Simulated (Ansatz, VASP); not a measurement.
# TiSi2 in VASP and in Ansatz

Contents of INCAR:

```
PREC = Accurate
ENCUT = 520
EDIFF = 1E-6
ISMEAR = -1
SIGMA = 0.05
LREAL = F
LASPH = T
NELM = 60
ALGO = Normal
ISIF = 2
LWAVE = F
LCHARG = F
NBANDS = 17
```

The input KPOINTS:

```
regular mesh
0
Gamma
  12 12 12
```

POSCAR

```
TiSi2
1.0
   -1.4922541174      1.7346606101      4.2675115011
    1.4922541174     -1.7346606101      4.2675115011
    1.4922541174      1.7346606101     -4.2675115011
Ti Si
1 2
Direct
    0.0000000000      0.0000000000      0.0000000000
    0.6700780000      0.6700780000      0.0000000000
    0.3299220000      0.3299220000      0.0000000000
```

Contents of input.yaml:

```yaml
crystal:
  lattice:
    - [-1.4922541174, 1.7346606101, 4.2675115011]
    - [1.4922541174, -1.7346606101, 4.2675115011]
    - [1.4922541174, 1.7346606101, -4.2675115011]
  atoms:
    - { symbol: Ti, position: [0.0, 0.0, 0.0] }
    - { symbol: Si, position: [0.670078, 0.670078, 0.0] }
    - { symbol: Si, position: [0.329922, 0.329922, 0.0] }
kpoints:
  mp_grid: { grid: [12, 12, 12] }
scf:
  occupations: { method: fermi_dirac, width: 0.05 }
hamiltonian:
  xc: lda
  pseudopotentials: { kind: all_electron, lapw: { basis_error: 0.002 } }
output:
  forces: true
  stress: true
  eigenvalues: true
```

Change from the starting cell: volume scaled by 1.04.

Alike in both runs: task single point; functional LDA; k mesh 12 × 12 × 12; occupations fermi-dirac, width 0.05 eV; no spin polarisation.

|  | VASP | Ansatz |
| --- | --- | --- |
| version | VASP 6.6.1 | Ansatz 0.2.0 |
| potentials or method | VASP PAW LDA potentials, release 64 (Ti_sv, Si), cutoff 520 eV | all-electron LAPW, scalar-relativistic |

```csv
,VASP,Ansatz,Ansatz less VASP
gap on the k mesh at the Fermi level (eV),none,none,-
pressure (GPa),-10.9,-11.1,-0.14
"traceless stress, the component that is largest in VASP (GPa)",1.05,1.05,0.000
rms of the force components (eV/Å),0.065,0.068,+0.0025
```

LDA's correlation is that of Perdew and Zunger in VASP and of Perdew and Wang (1992) in Ansatz. Atom by atom the forces differ by 0.003 eV/Å (rms over components). A gap of «none» marks a metal or a gap that the smearing closes. Ansatz ran all-electron here, and VASP with PAW potentials.
